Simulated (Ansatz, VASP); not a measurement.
**As in VASP and in Ansatz**

```xyz
2
Lattice="3.6415 0.0000 0.0000 -1.8208 3.1537 0.0000 0.0000 0.0000 4.7381" Properties=species:S:1:pos:R:3 pbc="T T T"
As    0.0000    2.1024    4.0505
As    1.8208    1.0512    0.6876
```

Alike in both runs: task relaxation of cell and atoms; functional PBE; k mesh 18 × 18 × 12; occupations gaussian, width 0.1 eV; no spin polarisation.

```csv
,VASP,Ansatz
version,VASP 6.6.1,Ansatz 0.2.0
potentials or method,"VASP PAW PBE potentials, release 64 (As), cutoff 600 eV","scalar-relativistic, plane waves, PAW"
valence electrons in the cell,10,30
```

VASP gave:

```
gap on the k mesh at the Fermi level, each at its own relaxed structure (eV)  : 0.77
relaxed volume (Å³/atom)                                                      : 30.51
relaxed length of the cell vector where the two differ most in proportion (Å) : 5.392
```

Problem. What did Ansatz give for the same quantities?

Solution. gap on the k mesh at the Fermi level, each at its own relaxed structure (eV): 0.80; relaxed volume (Å³/atom): 30.54; relaxed length of the cell vector where the two differ most in proportion (Å): 5.407.

VASP's potentials hold 10 valence electrons a cell and Ansatz's 30, so a difference there can come from the potentials and not from the codes.
